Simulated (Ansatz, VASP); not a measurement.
# Sn3Se in VASP and in Ansatz

INCAR

```
SYSTEM = Sn3Se
PREC = Accurate ; ENCUT = 520
EDIFF = 1E-6 ; ISMEAR = -1
SIGMA = 0.05 ; LREAL = .FALSE.
LASPH = .TRUE. ; NELM = 150
ALGO = Normal ; ISIF = 2
LWAVE = .FALSE. ; LCHARG = .FALSE.
MAGMOM = 0 0 0 0 0 0 0 0 0 0 0 0 ; LORBIT = 11
LSORBIT = .TRUE. ; GGA_COMPAT = .FALSE.
LORBMOM = .TRUE. ; GGA = PS
NBANDS = 62
```

The input KPOINTS:

```
Automatic mesh
0
G
  4 4 4
  0 0 0
```

File POSCAR:

```
Sn3Se
1.0
    4.7418790000      0.0000000000      0.0000000000
    0.0000000000      4.7418790000      0.0000000000
    0.0000000000      0.0000000000      4.7418790000
Sn Se
3 1
Direct
    0.5000000000      0.5000000000      0.0000000000
    0.5000000000      0.0000000000      0.5000000000
    0.0000000000      0.5000000000      0.5000000000
    0.0000000000      0.0000000000      0.0000000000
```

The input input.yaml:

```yaml
crystal:
  lattice:
    - [4.741879, 0.0, 0.0]
    - [0.0, 4.741879, 0.0]
    - [0.0, 0.0, 4.741879]
  atoms:
    - { symbol: Sn, position: [0.5, 0.5, 0.0] }
    - { symbol: Sn, position: [0.5, 0.0, 0.5] }
    - { symbol: Sn, position: [0.0, 0.5, 0.5] }
    - { symbol: Se, position: [0.0, 0.0, 0.0] }
kpoints:
  mp_grid: { grid: [4, 4, 4] }
  band_path:
    path:
      - [0.0, 0.0, 0.0]
      - [0.0, 0.5, 0.0]
      - [0.5, 0.5, 0.0]
      - [0.0, 0.0, 0.0]
      - [0.5, 0.5, 0.5]
      - [0.0, 0.5, 0.0]
    npoints: 6
scf:
  occupations: { method: fermi_dirac, width: 0.05 }
hamiltonian:
  xc: pbesol
  pseudopotentials: { kind: all_electron, lapw: { basis_error: 0.002 } }
magnetization:
  noncollinear: true
  spin_orbit: true
output:
  forces: true
  stress: true
  eigenvalues: true
```

Alike in both runs: functional PBEsol; k mesh 4 × 4 × 4; occupations fermi-dirac, width 0.05 eV; non-collinear spin, spin-orbit coupling.

|  | VASP | Ansatz |
| --- | --- | --- |
| version | VASP 6.6.1 | Ansatz 0.2.0 |
| potentials or method | VASP PAW PBE potentials, release 64 (Sn_d, Se), cutoff 520 eV | all-electron LAPW, relativistic spinors |
| task | single point | band structure |

|  | VASP | Ansatz | Ansatz less VASP |
| --- | --- | --- | --- |
| pressure (GPa) | -2.7 | -2.7 | -0.01 |

VASP's potentials were made for PBE, not for PBEsol. Ansatz ran all-electron here, and VASP with PAW potentials.

Noted on Ansatz's run: the k mesh is thin for a metal, which can move the energy by tens of meV per atom.
